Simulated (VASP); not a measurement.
# Ti (Fm-3m) in VASP: further runs

Runs on Ti. Level: PBE. Tasks: single point.

Everything below comes from runs of VASP 6.6.1. Logs are shortened: lines on timing, memory, paths and dates and some standing lists are left out, and cuts for length are marked.

## Step 1: The cell of the first run

Symmetry: Fm-3m, No. 225, cubic system. Conventional cell: a = 4.028 Å, b = 4.028 Å, c = 4.028 Å, α = 90.00°, β = 90.00°, γ = 90.00°. Ti (site symmetry m-3m) has 12 Ti at 2.85 Å within 3.8 Å.

This isn't the form of Ti at room conditions, which is hcp.

## Step 2: Single point, PBE, collinear spin (16.34 Å³/atom)

Input file INCAR:

```
SYSTEM = Ti
ALGO = Fast
EDIFF = 1E-6
ENCUT = 520
GGA = PE
ISIF = 2
ISMEAR = 0
ISPIN = 2
LASPH = .TRUE.
LCHARG = .TRUE.
LELF = .TRUE.
LMAXMIX = 4
LORBIT = 11
LREAL = .FALSE.
LVHAR = .TRUE.
LWAVE = .FALSE.
MAGMOM = 0.875
NBANDS = 16
NELM = 150
NUPDOWN = 0.875
PREC = Accurate
SIGMA = 0.15
```

Input file KPOINTS:

```
k-points
0
G
  20 20 20
  0 0 0
```

Input file POSCAR:

```
Ti
1.0
    0.0000000000      2.0140264001      2.0140264001
    2.0140264001      0.0000000000      2.0140264001
    2.0140264001      2.0140264001      0.0000000000
Ti
1
Direct
    0.0000000000      0.0000000000      0.0000000000
```

Potentials or basis: VASP PAW PBE potentials, release 64 (Ti_sv).

The run is started by

```sh
> cat potpaw_PBE.64/Ti_sv/POTCAR > POTCAR
> mpirun -np 1 vasp_std > vasp.out
```

OUTCAR:

```text
SYSTEM = Ti
   EDIFF = 1E-6
   ENCUT = 520
   GGA = PE
   ISIF = 2
   ISMEAR = 0
   ISPIN = 2
   LASPH = .TRUE.
   LORBIT = 11
   LREAL = .FALSE.
   NELM = 150
   NUPDOWN = 0.875
   PREC = Accurate

 ion  position               nearest neighbor table
   1  0.000  0.000  0.000-

  LATTYP: Found a face centered cubic cell.
 ALAT       =     4.0280528002

  Lattice vectors:

 A1 = (   0.0000000000,   2.0140264001,   2.0140264001)
 A2 = (   2.0140264001,   0.0000000000,   2.0140264001)
 A3 = (   2.0140264001,   2.0140264001,   0.0000000000)

Analysis of symmetry for initial positions (statically):
=====================================================================
 Subroutine PRICEL returns:
 Original cell was already a primitive cell.

 Routine SETGRP: Setting up the symmetry group for a
 face centered cubic supercell.

 Subroutine GETGRP returns: Found 48 space group operations
 (whereof 48 operations were pure point group operations)
 out of a pool of 48 trial point group operations.

The static configuration has the point symmetry O_h .

Analysis of symmetry for dynamics (positions and initial velocities):
=====================================================================
 Subroutine PRICEL returns:
 Original cell was already a primitive cell.

 Routine SETGRP: Setting up the symmetry group for a
 face centered cubic supercell.

 Subroutine GETGRP returns: Found 48 space group operations
 (whereof 48 operations were pure point group operations)
 out of a pool of 48 trial point group operations.

The dynamic configuration has the point symmetry O_h .

Analysis of structural, dynamic, and magnetic symmetry:
=====================================================================
 Subroutine PRICEL returns:
 Original cell was already a primitive cell.

 Routine SETGRP: Setting up the symmetry group for a
 face centered cubic supercell.

 Subroutine GETGRP returns: Found 48 space group operations
 (whereof 48 operations were pure point group operations)
 out of a pool of 48 trial point group operations.

The overall configuration has the point symmetry O_h .

 Subroutine INISYM returns: Found 48 space group operations
 (whereof 48 operations are pure point group operations),
 and found     1 'primitive' translations

----------------------------------------------------------------------------------------

                                     Primitive cell

[... 104 lines left out ...]
   EFERMI_NEDOS =   21; number of points for ismear=-14 and -15
   IALGO  =     68    algorithm
   IMIX   =      4    mixing-type and parameters
     AMIX     =   0.40;   BMIX     =  1.00
     AMIX_MAG =   1.60;   BMIX_MAG =  1.00
  volume/ion in A,a.u.               =      16.34       110.26
  Fermi-wavevector in a.u.,A,eV,Ry     =   1.477044  2.791208 29.683271  2.181659
  Thomas-Fermi vector in A             =   2.591496
   LORBIT       =     11    0 simple, 1 ext, 2 COOP (PROOUT), +10 PAW based schemes
   GGA     = PE    functional components
   LHFCALC =     F    Hartree Fock is set to
   AEXX    =    0.0000 exact exchange contribution
   IVDW    =     0    specifies the selected vdW correction
   LEPSILON=     F    determine dielectric tensor
   LRPA    =     F    only Hartree local field effects (RPA)
 spin polarized calculation
 RMM-DIIS sequential band-by-band and
 Gauss-broadening in eV      SIGMA  =   0.15
  energy-cutoff  :      520.00
  volume of cell :       16.34
 maximum number of plane-waves:       459
 NGX is ok and might be reduce to    24
   NGX = 11   NGY = 11   NGZ = 11

 number of electron      12.0000000 magnetization       0.8750000

 Free energy of the ion-electron system (eV)
  ---------------------------------------------------
  ext. energy  EPLUGINS =         0.00000000
  ---------------------------------------------------
  free energy    TOTEN  =        -7.66750070 eV

  energy without entropy =       -7.65167678  energy(sigma->0) =       -7.65958874

 E-fermi :   8.6360     XC(G=0): -11.7688

 val. band max:        9.1304545470   @ k =   0.4500   0.2500   0.0000
 cond. band min:       8.6370630626   @ k =  -0.3000   0.2500   0.0500
 fundamental gap:     -0.4933914844
 Fermi energy:         9.1306601745

 spin component 1

 k-point     1 :       0.0000    0.0000    0.0000
  band No.  band energies     occupation
      1     -47.9326      1.00000
      2     -23.7150      1.00000
      3     -23.7150      1.00000
      4     -23.7150      1.00000
      5       2.3228      1.00000
      6       9.5069      0.00019
[... 435 lines left out ...]
      5       5.4904      1.00000
      6       8.6697      0.99999
[... 8 lines left out ...]
     15      31.6955      0.00000
     16      32.0706      0.00000

 [... further k-points ...]

 spin component 2

 k-point     1 :       0.0000    0.0000    0.0000
  band No.  band energies     occupation
      1     -47.4062      1.00000
      2     -23.1917      1.00000
      3     -23.1917      1.00000
      4     -23.1917      1.00000
      5       3.0052      1.00000
      6      10.1709      0.00000
[... 435 lines left out ...]
      5       6.2018      1.00000
      6       9.3238      0.00000
[... 8 lines left out ...]
     15      32.2717      0.00000
     16      32.7112      0.00000

 [... further k-points ...]

------------------------ aborting loop because EDIFF is reached ----------------------------------------

  FORCE on cell =-STRESS in cart. coord.  units (eV):
  Direction    XX          YY          ZZ          XY          YZ          ZX
  --------------------------------------------------------------------------------------
  -------------------------------------------------------------------------------------
  Total        0.9742450      0.9742450      0.9742450     -0.0000000      0.0000000     -0.0000000
  in kB       95.5329768     95.5329768     95.5329768     -0.0000000      0.0000000     -0.0000000
  external PRESSURE =      95.5329768 kB  Pullay stress =       0.0000000 kB

 VOLUME and BASIS-vectors are now :
 -----------------------------------------------------------------------------
  energy-cutoff  :      520.00
  volume of cell :       16.34
      direct lattice vectors                 reciprocal lattice vectors
     0.000000000  2.014026400  2.014026400    -0.248258911  0.248258911  0.248258911
     2.014026400  0.000000000  2.014026400     0.248258911 -0.248258911  0.248258911
     2.014026400  2.014026400  0.000000000     0.248258911  0.248258911 -0.248258911

 POSITION                                       TOTAL-FORCE (eV/Angst)
 -----------------------------------------------------------------------------------
      0.00000      0.00000      0.00000         0.000000      0.000000      0.000000
 -----------------------------------------------------------------------------------
    total drift:                               -0.000000      0.000000     -0.000000

  FREE ENERGIE OF THE ION-ELECTRON SYSTEM (eV)
  ---------------------------------------------------
  free  energy   TOTEN  =        -7.6675006998 eV

  energy  without entropy=       -7.6516767825  energy(sigma->0) =       -7.65958874

 total charge

# of ion       s       p       d       tot
------------------------------------------
    1        2.261   6.132   1.944  10.337

 magnetization (x)

# of ion       s       p       d       tot
------------------------------------------
    1        0.007   0.065   0.535   0.606
```

stdout:

```text
POSCAR found type information on POSCAR Ti
 POSCAR found :  1 types and       1 ions
 scaLAPACK will be used
 LDA part: xc-table for (Slater+PW92), standard interpolation
 POSCAR, INCAR and KPOINTS ok, starting setup
 FFT: planning ... GRIDC
 FFT: planning ... GRID_SOFT
 FFT: planning ... GRID
 WAVECAR not read
 entering main loop
WARNING in EDDRMM: call to ZHEGV failed, returncode =   8  4     13
WARNING in EDDRMM: call to ZHEGV failed, returncode =   6  3      8
WARNING in EDDRMM: call to ZHEGV failed, returncode =   6  3      7
WARNING in EDDRMM: call to ZHEGV failed, returncode =   8  4     16
WARNING in EDDRMM: call to ZHEGV failed, returncode =   6  3     13
WARNING in EDDRMM: call to ZHEGV failed, returncode =   6  3     10
```

It took 66 s on 1 thread of Intel Xeon 6975P-C (Granite Rapids), shared host; peak memory 0.22 GiB.

What came out:

- Free energy: -7.6675 eV
- Pressure: 9.6 GPa
- Net moment: 0.88 μB per cell
- Site moments: Ti +0.61 μB
- Valence electrons inside the program's atomic spheres: Ti 10.34

Caveat: the cell stands under pressure; the total moment is fixed, so each spin has its own Fermi level and the state may be an excited one.

## Step 3: Single point, PBE, collinear spin (16.34 Å³/atom)

Input file INCAR:

```
SYSTEM = Ti
  ALGO = Normal
  EDIFF = 1E-6
  ENCUT = 520
  GGA = PE
  ISIF = 2
  ISMEAR = 0
  ISPIN = 2
  LASPH = .TRUE.
  LCHARG = .TRUE.
  LELF = .TRUE.
  LMAXMIX = 4
  LORBIT = 11
  LREAL = .FALSE.
  LVHAR = .TRUE.
  LWAVE = .FALSE.
  MAGMOM = 0.625
  NBANDS = 16
  NELM = 150
  NUPDOWN = 0.625
  PREC = Accurate
  SIGMA = 0.15
```

KPOINTS is that of step 2.

POSCAR is that of step 2.

Potentials or basis: VASP PAW PBE potentials, release 64 (Ti_sv).

The run is started by

```sh
> cat potpaw_PBE.64/Ti_sv/POTCAR > POTCAR
> mpirun -np 1 vasp_std > vasp.out
```

OUTCAR:

```text
SYSTEM = Ti
   EDIFF = 1E-6
   ENCUT = 520
   GGA = PE
   ISIF = 2
   ISMEAR = 0
   ISPIN = 2
   LASPH = .TRUE.
   LORBIT = 11
   LREAL = .FALSE.
   NELM = 150
   NUPDOWN = 0.625
   PREC = Accurate

 ion  position               nearest neighbor table
   1  0.000  0.000  0.000-

  LATTYP: Found a face centered cubic cell.
 ALAT       =     4.0280528002

[... 1122 lines left out ...]
  FORCE on cell =-STRESS in cart. coord.  units (eV):
  Direction    XX          YY          ZZ          XY          YZ          ZX
  --------------------------------------------------------------------------------------
  -------------------------------------------------------------------------------------
  Total        0.8562297      0.8562297      0.8562297      0.0000000     -0.0000000      0.0000000
  in kB       83.9605730     83.9605730     83.9605730      0.0000000     -0.0000000      0.0000000
  external PRESSURE =      83.9605730 kB  Pullay stress =       0.0000000 kB

 VOLUME and BASIS-vectors are now :
 -----------------------------------------------------------------------------
  energy-cutoff  :      520.00
  volume of cell :       16.34
      direct lattice vectors                 reciprocal lattice vectors
     0.000000000  2.014026400  2.014026400    -0.248258911  0.248258911  0.248258911
     2.014026400  0.000000000  2.014026400     0.248258911 -0.248258911  0.248258911
     2.014026400  2.014026400  0.000000000     0.248258911  0.248258911 -0.248258911

 POSITION                                       TOTAL-FORCE (eV/Angst)
 -----------------------------------------------------------------------------------
      0.00000      0.00000      0.00000        -0.000000      0.000000     -0.000000
 -----------------------------------------------------------------------------------
    total drift:                               -0.000000      0.000000      0.000000

  FREE ENERGIE OF THE ION-ELECTRON SYSTEM (eV)
  ---------------------------------------------------
  free  energy   TOTEN  =        -7.7179996191 eV

  energy  without entropy=       -7.7010399248  energy(sigma->0) =       -7.70951977

 total charge

# of ion       s       p       d       tot
------------------------------------------
    1        2.260   6.131   1.943  10.334

 magnetization (x)

# of ion       s       p       d       tot
------------------------------------------
    1        0.005   0.048   0.379   0.432
```

OSZICAR:

```text
N       E                     dE             d eps       ncg     rms          rms(c)
DAV:   1     0.894291382593E+02    0.89429E+02   -0.56684E+03 16544   0.867E+02
DAV:   2    -0.451835404696E+01   -0.93947E+02   -0.89676E+02 18328   0.249E+02
DAV:   3    -0.848339742560E+01   -0.39650E+01   -0.39413E+01 18928   0.517E+01
DAV:   4    -0.855855411234E+01   -0.75157E-01   -0.75129E-01 19872   0.662E+00
DAV:   5    -0.856000037510E+01   -0.14463E-02   -0.14463E-02 19376   0.806E-01    0.891E+00
DAV:   6    -0.770864703586E+01    0.85135E+00   -0.10501E+00 17424   0.151E+01    0.257E+00
DAV:   7    -0.770277811326E+01    0.58689E-02   -0.11828E-01 22280   0.351E+00    0.142E+00
DAV:   8    -0.771085351472E+01   -0.80754E-02   -0.30475E-02 16520   0.176E+00    0.791E-01
DAV:   9    -0.771760209144E+01   -0.67486E-02   -0.94965E-03 17136   0.935E-01    0.190E-01
DAV:  10    -0.771796942421E+01   -0.36733E-03   -0.70136E-04 20176   0.213E-01    0.568E-02
DAV:  11    -0.771800558845E+01   -0.36164E-04   -0.10377E-04 17064   0.859E-02    0.225E-02
DAV:  12    -0.771800112137E+01    0.44671E-05   -0.25196E-05 18120   0.446E-02    0.923E-03
DAV:  13    -0.771799950823E+01    0.16131E-05   -0.14018E-06 18768   0.102E-02    0.201E-03
DAV:  14    -0.771799961915E+01   -0.11092E-06   -0.27912E-07 11472   0.488E-03
   1 F= -.77179996E+01 E0= -.77095198E+01  d E =-.169597E-01  mag=     0.6250
```

Run time: 52 s. Hardware: 1 thread of Intel Xeon 6975P-C (Granite Rapids), shared host; peak memory 0.22 GiB.

What came out:

```
Free energy                                           : -7.7180 eV
Pressure                                              : 8.4 GPa
Net moment                                            : 0.62 μB per cell
Site moments                                          : Ti +0.43 μB
Valence electrons inside the program's atomic spheres : Ti 10.33
```

Caveat: the cell stands under pressure; the total moment is fixed, so each spin has its own Fermi level and the state may be an excited one.
